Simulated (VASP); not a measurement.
The system is Si2C.

```
Si C
1.0
     2.99542    0.00000    0.00000
    -1.49771    2.59411    0.00000
     0.00000    0.00000    4.50122
Si C
2 1
Direct
  0.66667 0.33333 0.24671
  0.33333 0.66667 0.75329
  0.00000 0.00000 0.50000
```

* Program: VASP 6.6.1
* Task: relaxation of cell and atoms
* Functional: PBE
* Potentials or basis: VASP PAW PBE potentials, release 64 (Si, C)
* Cutoff: 600 eV
* k mesh: 6 × 6 × 4
* Occupations: gaussian, width 0.1 eV
* Spin: no spin polarisation

At the start: pressure -3.4 GPa; volume 11.66 Å³/atom.

Question: Where does the relaxation end?

Answer: Over 8 steps the energy falls by 75.4 meV/atom and the volume is 10.80 Å³/atom (-7.4 %); space group P-3m1 (No. 164, to 0.05 Å).

Step by step:
```tsv
step	energy change (eV)	largest force (eV/Å)	pressure (GPa)	volume (Å³)
1	0.0000	1.4703	-3.36	34.98
2	-0.1595	0.1561	-5.33	33.75
3	-0.1725	0.4603	-5.10	33.29
4	-0.1697	0.5020	7.75	30.77
5	-0.2166	0.4113	0.85	31.97
6	-0.2236	0.2832	0.48	32.37
7	-0.2258	0.0540	0.57	32.23
8	-0.2261	0.0156	-0.25	32.40
```

Final structure:
```cif
data_structure
_symmetry_space_group_name_H-M 'P 1'
_symmetry_Int_Tables_number 1
_cell_length_a 2.9687
_cell_length_b 2.9687
_cell_length_c 4.2452
_cell_angle_alpha 90.000
_cell_angle_beta 90.000
_cell_angle_gamma 120.000
_cell_volume 32.40
loop_
_atom_site_label
_atom_site_type_symbol
_atom_site_fract_x
_atom_site_fract_y
_atom_site_fract_z
_atom_site_occupancy
Si1 Si 0.66667 0.33333 0.22446 1
Si2 Si 0.33333 0.66667 0.77554 1
C1 C 0.00000 0.00000 0.50000 1
```

Caveat: the k points lie up to 0.41 Å⁻¹ apart in the final cell.
